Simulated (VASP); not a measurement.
# Nd2AlO (Fd-3m) in VASP: relaxation of cell and atoms with PBE

Aim: the relaxation of cell and atoms of Nd2AlO with PBE.

All numbers are computed with VASP 6.6.1; they aren't measurements. Logs are shortened: lines on timing, memory, paths and dates and some standing lists are left out, and cuts for length are marked.

**1. The cell of the first run**

The structure is cubic, space group Fd-3m (No. 227). Conventional cell: a = 10.325 Å, b = 10.325 Å, c = 10.325 Å, α = 90.00°, β = 90.00°, γ = 90.00°. Within 3.0 Å of Nd (site symmetry -3m) lie 2 O at 2.24 Å. Al (site symmetry -43m) has 12 Nd at 4.28 Å and 4 Al at 4.47 Å and 10 O at 4.47 to 5.16 Å within 5.6 Å. Within 3.0 Å of O (site symmetry -43m) lie 4 Nd at 2.24 Å.

The cell was built from a structure type or drawn by symmetry, and may not be a known phase.

**2. Relaxation of cell and atoms, PBE**

The input, INCAR:

```
ALGO = Normal
EDIFF = 1E-7
EDIFFG = -0.01
ENCUT = 600
GGA = PE
GGA_COMPAT = False
IBRION = 2
ISIF = 3
ISMEAR = 0
LASPH = True
LCHARG = False
LMAXMIX = 6
LREAL = False
LWAVE = False
NELM = 200
NELMIN = 4
NSW = 100
PREC = Accurate
SIGMA = 0.1
```

The input, KPOINTS:

```
k-points
0
Gamma
  6 6 6
```

The input, POSCAR:

```
Nd2AlO
1.0
    0.0000000000      5.1624487578      5.1624487578
    5.1624487578      0.0000000000      5.1624487578
    5.1624487578      5.1624487578      0.0000000000
Nd Al O
4 2 2
Direct
    0.6250000000      0.6250000000      0.6250000000
    0.6250000000      0.6250000000      0.1250000000
    0.6250000000      0.1250000000      0.6250000000
    0.1250000000      0.6250000000      0.6250000000
    0.2500000000      0.2500000000      0.2500000000
    0.0000000000      0.0000000000      0.0000000000
    0.7500000000      0.7500000000      0.7500000000
    0.5000000000      0.5000000000      0.5000000000
```

Potentials or basis: VASP PAW PBE potentials, release 64 (Nd_3, Al, O), 4f in core.

The run is started by

```console
$ cat potpaw_PBE.64/Nd_3/POTCAR potpaw_PBE.64/Al/POTCAR potpaw_PBE.64/O/POTCAR > POTCAR
$ mpirun -np 1 vasp_std > vasp.out
```

OUTCAR:

```text
EDIFF = 1E-7
   EDIFFG = -0.01
   ENCUT = 600
   GGA = PE
   IBRION = 2
   ISIF = 3
   ISMEAR = 0
   LASPH = True
   LREAL = False
   NELM = 200
   NELMIN = 4
   NSW = 100
   PREC = Accurate

 ion  position               nearest neighbor table
   1  0.625  0.625  0.625-   7 2.24   8 2.24   4 3.65   2 3.65   3 3.65   2 3.65   3 3.65   4 3.65

   2  0.625  0.625  0.125-   7 2.24   8 2.24   1 3.65   1 3.65   3 3.65   4 3.65   3 3.65   4 3.65

   3  0.625  0.125  0.625-   7 2.24   8 2.24   1 3.65   2 3.65   1 3.65   2 3.65   4 3.65   4 3.65

   4  0.125  0.625  0.625-   7 2.24   8 2.24   1 3.65   2 3.65   3 3.65   1 3.65   2 3.65   3 3.65

   5  0.250  0.250  0.250-
   6  0.000  0.000  0.000-
   7  0.750  0.750  0.750-   1 2.24   2 2.24   3 2.24   4 2.24
   8  0.500  0.500  0.500-   1 2.24   2 2.24   3 2.24   4 2.24

  LATTYP: Found a face centered cubic cell.
 ALAT       =    10.3248975156

  Lattice vectors:

 A1 = (   0.0000000000,   5.1624487578,   5.1624487578)
 A2 = (   5.1624487578,   0.0000000000,   5.1624487578)
 A3 = (   5.1624487578,   5.1624487578,   0.0000000000)

Analysis of symmetry for initial positions (statically):
=====================================================================
 Subroutine PRICEL returns:
 Original cell was already a primitive cell.

 Routine SETGRP: Setting up the symmetry group for a
 face centered cubic supercell.

 Subroutine GETGRP returns: Found 48 space group operations
 (whereof 24 operations were pure point group operations)
 out of a pool of 48 trial point group operations.

The static configuration has the point symmetry T_d .
 The point group associated with its full space group is O_h .

Analysis of symmetry for dynamics (positions and initial velocities):
=====================================================================
 Subroutine PRICEL returns:
 Original cell was already a primitive cell.

 Routine SETGRP: Setting up the symmetry group for a
 face centered cubic supercell.

 Subroutine GETGRP returns: Found 48 space group operations
 (whereof 24 operations were pure point group operations)
 out of a pool of 48 trial point group operations.

The dynamic configuration has the point symmetry T_d .
 The point group associated with its full space group is O_h .

 Subroutine INISYM returns: Found 48 space group operations
 (whereof 24 operations are pure point group operations),
 and found     1 'primitive' translations

----------------------------------------------------------------------------------------

                                     Primitive cell

  volume of cell :     275.1676

  direct lattice vectors                    reciprocal lattice vectors
     0.000000000  5.162448758  5.162448758    -0.096853262  0.096853262  0.096853262
     5.162448758  0.000000000  5.162448758     0.096853262 -0.096853262  0.096853262
     5.162448758  5.162448758  0.000000000     0.096853262  0.096853262 -0.096853262

  length of vectors
     7.300805048  7.300805048  7.300805048     0.167754770  0.167754770  0.167754770

  position of ions in fractional coordinates (direct lattice)
     0.625000000  0.625000000  0.625000000
     0.625000000  0.625000000  0.125000000
     0.625000000  0.125000000  0.625000000
     0.125000000  0.625000000  0.625000000
     0.250000000  0.250000000  0.250000000
     0.000000000  0.000000000  0.000000000
     0.750000000  0.750000000  0.750000000
     0.500000000  0.500000000  0.500000000

  ion indices of the primitive-cell ions
   primitive index   ion index
                 1           1
                 2           2
                 3           3
                 4           4
                 5           5
                 6           6
                 7           7
                 8           8

----------------------------------------------------------------------------------------

 KPOINTS: k-points

Automatic generation of k-mesh.
 Grid dimensions read from file:
 generate k-points for:    6    6    6

 Generating k-lattice:

  Cartesian coordinates                     Fractional coordinates (reciprocal lattice)
    -0.016142210  0.016142210  0.016142210     0.166666667  0.000000000  0.000000000
     0.016142210 -0.016142210  0.016142210     0.000000000  0.166666667  0.000000000
     0.016142210  0.016142210 -0.016142210     0.000000000  0.000000000  0.166666667

  Length of vectors
     0.027959128  0.027959128  0.027959128

  Shift w.r.t. Gamma in fractional coordinates (k-lattice)
     0.000000000  0.000000000  0.000000000

 Subroutine IBZKPT returns following result:
 ===========================================

 Found     16 irreducible k-points:

 Following reciprocal coordinates:
            Coordinates               Weight
  0.000000  0.000000  0.000000      1.000000
  0.166667  0.000000  0.000000      8.000000
  0.333333  0.000000  0.000000      8.000000
  0.500000  0.000000  0.000000      4.000000
  0.166667  0.166667  0.000000      6.000000
  0.333333  0.166667  0.000000     24.000000
[... 8 lines left out ...]
 -0.333333  0.333333  0.166667     24.000000
 -0.333333  0.500000  0.166667     12.000000
   k-points           NKPTS =     16   k-points in BZ     NKDIM =     16   number of bands    NBANDS=     37
   number of dos      NEDOS =    301   number of ions     NIONS =      8
   total plane-waves  NPLWV = 216000
   dimension x,y,z NGX =    60 NGY =   60 NGZ =   60
   dimension x,y,z NGXF=   120 NGYF=  120 NGZF=  120
   ions per type =               4   2   2
   NGX,Y,Z   is equivalent  to a cutoff of  13.66, 13.66, 13.66 a.u.
   NGXF,Y,Z  is equivalent  to a cutoff of  27.33, 27.33, 27.33 a.u.
 SYSTEM =  unknown system
   PREC   = accura    normal or accurate (medium, high low for compatibility)
   ISTART =      0    job   : 0-new  1-cont  2-samecut
   ICHARG =      2    charge: 1-file 2-atom 10-const
   ISPIN  =      1    spin polarized calculation?
   LNONCOLLINEAR =      F non collinear calculations
   LSORBIT =      F    spin-orbit coupling
   LASPH  =      T    aspherical Exc in radial PAW
   ENCUT  =  600.0 eV  44.10 Ry    6.64 a.u.  14.58 14.58 14.58*2*pi/ulx,y,z
   NELM   =    200;   NELMIN=  4; NELMDL= -5     # of ELM steps
   EDIFF  = 0.1E-06   stopping-criterion for ELM
   LREAL  =      F    real-space projection
   EDIFFG = -.1E-01   stopping-criterion for IOM
   NSW    =    100    number of steps for IOM
   IBRION =      2    ionic relax: 0-MD 1-quasi-New 2-CG
   NFREE  =      1    steps in history (QN), initial steepest desc. (CG)
   ISIF   =      3    stress and relaxation
   ISYM   =      2    0-nonsym 1-usesym 2-fastsym
   POTIM  = 0.5000    time-step for ionic-motion
   TEBEG  =    0.0;   TEEND  =   0.0 temperature during run
   PSTRESS=    0.0 pullay stress
   NELECT =      62.0000    total number of electrons
   NUPDOWN=      -1.0000    fix difference up-down
   EMIN   =  10.00;   EMAX   =-10.00  energy-range for DOS
   EFERMI =   0.00;   METHOD = LEGACY
   ISMEAR =     0;   SIGMA  =   0.10  broadening in eV -4-tet -1-fermi 0-gaus
   EFERMI_NEDOS =   21; number of points for ismear=-14 and -15
   IALGO  =     38    algorithm
   IMIX   =      4    mixing-type and parameters
     AMIX     =   0.40;   BMIX     =  1.00
     AMIX_MAG =   1.60;   BMIX_MAG =  1.00
  volume/ion in A,a.u.               =      34.40       232.12
  Fermi-wavevector in a.u.,A,eV,Ry     =   0.996184  1.882515 13.502189  0.992383
  Thomas-Fermi vector in A             =   2.128255
   LORBIT       =      0    0 simple, 1 ext, 2 COOP (PROOUT), +10 PAW based schemes
   GGA     = PE    functional components
   LHFCALC =     F    Hartree Fock is set to
   AEXX    =    0.0000 exact exchange contribution
   IVDW    =     0    specifies the selected vdW correction
   LEPSILON=     F    determine dielectric tensor
   LRPA    =     F    only Hartree local field effects (RPA)
 conjugate gradient relaxation of ions
 non-spin polarized calculation
 Gauss-broadening in eV      SIGMA  =   0.10
  energy-cutoff  :      600.00
  volume of cell :      275.17
 maximum number of plane-waves:      9257
 NGX is ok and might be reduce to    60
   NGX = 29   NGY = 29   NGZ = 29

--------------------------------------- Ionic step        1  -------------------------------------------

 number of electron      61.9999995 magnetization

 Free energy of the ion-electron system (eV)
  ---------------------------------------------------
  ext. energy  EPLUGINS =         0.00000000
  ---------------------------------------------------
  free energy    TOTEN  =       -41.75058348 eV

  energy without entropy =      -41.67551328  energy(sigma->0) =      -41.71304838

------------------------ aborting loop because EDIFF is reached ----------------------------------------

  FORCE on cell =-STRESS in cart. coord.  units (eV):
  Direction    XX          YY          ZZ          XY          YZ          ZX
  --------------------------------------------------------------------------------------
  -------------------------------------------------------------------------------------
  Total        0.7208788      0.7208788      0.7208788      0.0000000      0.0000000      0.0000000
  in kB        4.1973536      4.1973536      4.1973536      0.0000000      0.0000000      0.0000000
  external PRESSURE =       4.1973536 kB  Pullay stress =       0.0000000 kB
[... 69 lines left out ...]
  energy  without entropy=      -41.6774510850  energy(sigma->0) =      -41.71538079

--------------------------------------- Ionic step        3  -------------------------------------------

 number of electron      61.9999997 magnetization

 Free energy of the ion-electron system (eV)
  ---------------------------------------------------
  ext. energy  EPLUGINS =         0.00000000
  ---------------------------------------------------
  free energy    TOTEN  =       -41.75387280 eV

  energy without entropy =      -41.67824648  energy(sigma->0) =      -41.71605964

 E-fermi :   2.1334     XC(G=0):  -8.2436

 val. band max:        2.1286925617   @ k =   0.5000   0.1667   0.0000
 cond. band min:       2.1456204271   @ k =  -0.1667   0.1667   0.0000
 fundamental gap:      0.0169278654
 Fermi energy:         2.1334402915

 k-point     1 :       0.0000    0.0000    0.0000
  band No.  band energies     occupation
      1     -36.6682      2.00000
      2     -36.5473      2.00000
      3     -36.5473      2.00000
      4     -36.5473      2.00000
      5     -21.1390      2.00000
      6     -18.1243      2.00000
[... 664 lines left out ...]
  FREE ENERGIE OF THE ION-ELECTRON SYSTEM (eV)
  ---------------------------------------------------
  free  energy   TOTEN  =       -41.7538728017 eV

  energy  without entropy=      -41.6782464799  energy(sigma->0) =      -41.71605964

 reached required accuracy - stopping structural energy minimisation
```

Wall time 8 min (1 thread of Intel Xeon 6975P-C (Granite Rapids), shared host); peak memory 0.65 GiB.

Results:

- Free energy: -41.7539 eV
- Relaxed volume: 34.71 Å³/atom
- Relaxed cell: a = 7.323 Å, b = 7.323 Å, c = 7.323 Å, α = 60.00°, β = 60.00°, γ = 60.00°
- Space group after relaxing (to 0.1 Å): Fd-3m (No. 227)
- Energy gained by relaxing: 0.4 meV/atom
- Ionic steps: 3
- Pressure after relaxing: 0.0 GPa
- Band gap on the k mesh: zero (bands 31 and 32 overlap by 0.33 eV)

Step by step:
```csv
step,energy change (eV),largest force (eV/Å),pressure (GPa),volume (Å³)
1,0.0000,0.0000,0.42,275.17
2,-0.0027,0.0000,-0.17,278.77
3,-0.0033,0.0000,0.00,277.71
```

Final structure:
```cif
data_structure
_symmetry_space_group_name_H-M 'P 1'
_symmetry_Int_Tables_number 1
_cell_length_a 7.3232
_cell_length_b 7.3232
_cell_length_c 7.3232
_cell_angle_alpha 60.000
_cell_angle_beta 60.000
_cell_angle_gamma 60.000
_cell_volume 277.71
loop_
_atom_site_label
_atom_site_type_symbol
_atom_site_fract_x
_atom_site_fract_y
_atom_site_fract_z
_atom_site_occupancy
Nd1 Nd 0.62500 0.62500 0.62500 1
Nd2 Nd 0.62500 0.62500 0.12500 1
Nd3 Nd 0.62500 0.12500 0.62500 1
Nd4 Nd 0.12500 0.62500 0.62500 1
Al1 Al 0.25000 0.25000 0.25000 1
Al2 Al 0.00000 0.00000 0.00000 1
O1 O 0.75000 0.75000 0.75000 1
O2 O 0.50000 0.50000 0.50000 1
```

Levels at points of the mesh, in eV from the Fermi level:
| k point | band 29 | band 30 | band 31 | band 32 | band 33 | band 34 |
| --- | --- | --- | --- | --- | --- | --- |
| (0.00, 0.00, 0.00) | -1.16 | -0.21 | -0.21 | 0.30 | 0.30 | 0.30 |
| (0.50, 0.00, 0.00) | -0.58 | -0.14 | -0.14 | -0.04 | -0.04 | 0.81 |
| (0.50, 0.50, 0.00) | -1.00 | -1.00 | 0.15 | 0.15 | 0.83 | 0.83 |

Caveat: spin-orbit coupling is left out, which moves the levels of the heavy elements; the 4f electrons are frozen in the core, so they carry no moment and show no levels; the run has no spin polarisation, though such a crystal can be magnetic.
